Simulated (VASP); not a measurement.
Pd3PbC, 5 atoms in the cell. The structure is cubic, space group Pm-3m (No. 221). Conventional cell: a = 4.221 Å, b = 4.221 Å, c = 4.221 Å, α = 90.00°, β = 90.00°, γ = 90.00°. Within 2.8 Å of Pd (site symmetry 4/mmm) lie 2 C at 2.11 Å. Within 3.9 Å of Pb (site symmetry m-3m) lie 12 Pd at 2.98 Å and 8 C at 3.66 Å. Within 2.8 Å of C (site symmetry m-3m) lie 6 Pd at 2.11 Å. 

```yaml
Program: VASP 6.6.1
Task: single point
Functional: PBEsol
Potentials_or_basis: VASP PAW PBE potentials, release 64 (Pd, Pb_d, C)
Cutoff: 520 eV
k_mesh: 6 × 6 × 6
Occupations: methfessel-paxton, width 0.1 eV
Spin: no spin polarisation
Dipole_correction: no
Further_INCAR_settings: ALGO = Normal; EDIFF = 1e-07; NBANDS = 32
```

Potentials or basis: VASP PAW PBE potentials, release 64 (Pd, Pb_d, C).

Launch:

```bash
$ cat potpaw_PBE.64/Pd/POTCAR potpaw_PBE.64/Pb_d/POTCAR potpaw_PBE.64/C/POTCAR > POTCAR
$ mpirun -np 1 vasp_std > vasp.out
```

Hardware: 1 thread of Intel(R) Xeon(R) 6975P-C (Granite Rapids) (shared host).

Question: How long does it take, and how much memory?

Answer: Run time: 16 s on 1 thread of Intel(R) Xeon(R) 6975P-C (Granite Rapids), with other jobs on the host, peak memory 0.2 GiB. Counts: scf iterations 14, k points 20.
